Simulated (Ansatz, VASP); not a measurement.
**One calculation of P2Rh2W, two programs**

Contents of INCAR:

```
SYSTEM = P2Rh2W
PREC = Accurate
ENCUT = 620
EDIFF = 1E-6
ISMEAR = 0
SIGMA = 0.0137
LREAL = .FALSE.
LASPH = .TRUE.
NELM = 200
ALGO = Normal
ISIF = 2
LWAVE = .FALSE.
LCHARG = .FALSE.
LMAXMIX = 4
LDAU = .TRUE.
LDAUTYPE = 1
LDAUL = -1 2 -1
LDAUU = 0 3.86 0
LDAUJ = 0 0.7 0
LDAUPRINT = 1
GGA = RP
NBANDS = 37
GGA_COMPAT = .FALSE.
```

The input KPOINTS:

```
Automatic mesh
0
G
  5 5 5
  0 0 0
```

POSCAR

```
P2Rh2W
1.0
    0.0000000000      3.5915870000      0.0000000000
    3.5915870000      0.0000000000      0.0000000000
    1.7957930000      1.7957930000     -6.0041640000
W Rh P
1 2 2
Direct
    0.0000000000      0.0000000000      0.0000000000
    0.7500000000      0.2500000000      0.5000000000
    0.2500000000      0.7500000000      0.5000000000
    0.3600000000      0.3600000000      0.2800000000
    0.6400000000      0.6400000000      0.7200000000
```

Input for Ansatz:

```yaml
crystal:
  lattice:
    - [0.0, 3.591587, 0.0]
    - [3.591587, 0.0, 0.0]
    - [1.795793, 1.795793, -6.004164]
  atoms:
    - { symbol: W, position: [0.0, 0.0, 0.0] }
    - { symbol: Rh, position: [0.75, 0.25, 0.5] }
    - { symbol: Rh, position: [0.25, 0.75, 0.5] }
    - { symbol: P, position: [0.36, 0.36, 0.28] }
    - { symbol: P, position: [0.64, 0.64, 0.72] }
  symmetry: { tolerance: 0.0003 }
kpoints:
  mp_grid: { grid: [5, 5, 5], shift: [0, 0, 0] }
magnetization:
  spin_polarized: false
scf:
  occupations: { method: gaussian, width: 0.0137 }
hamiltonian:
  pseudopotentials: { kind: paw }
  xc: rpbe
  hubbard:
    projectors: all-electron-ortho-atomic
    sites: [{ species: Rh, l: d, u: 3.86, j: 0.7 }]
basis:
  ecutwfc: 500
output:
  forces: true
  stress: true
  eigenvalues: true
  write_density: true
  write_potential: true
  elf: true
  volumetric_format: npy
```

Alike in both runs: task single point; functional RPBE; k mesh 5 × 5 × 5; occupations gaussian, width 0.0137 eV; no spin polarisation; Hubbard terms Rh d U = 3.86 eV, J = 0.7 eV.

|  | VASP | Ansatz |
| --- | --- | --- |
| version | VASP 6.6.1 | Ansatz 0.2.0 |
| potentials or method | VASP PAW PBE potentials, release 64 (W_sv, Rh_sv_GW, P), cutoff 620 eV | PAW plane waves |
| valence electrons in the cell | 58 | 58 |

Ansatz gave:

- gap on the k mesh at the Fermi level (eV): none
- pressure (GPa): 14.1
- traceless stress, the component that is largest in VASP (GPa): -16.01
- rms of the force components (eV/Å): 1.851

Question: Which values does VASP return?

Answer: gap on the k mesh at the Fermi level (eV): none; pressure (GPa): 12.9; traceless stress, the component that is largest in VASP (GPa): -15.30; rms of the force components (eV/Å): 1.801.

VASP's potentials were made for PBE, not for RPBE. The programs project onto different local orbitals, so the same U acts differently, and such runs can settle in different states. Atom by atom the forces differ by 0.049 eV/Å (rms over components). A gap of «none» marks a metal or a gap that the smearing closes. Ansatz's warnings: filled band counts differ across k points.

The k mesh is coarse, so the values compare programs but aren't converged. Neither program's run includes spin-orbit coupling.
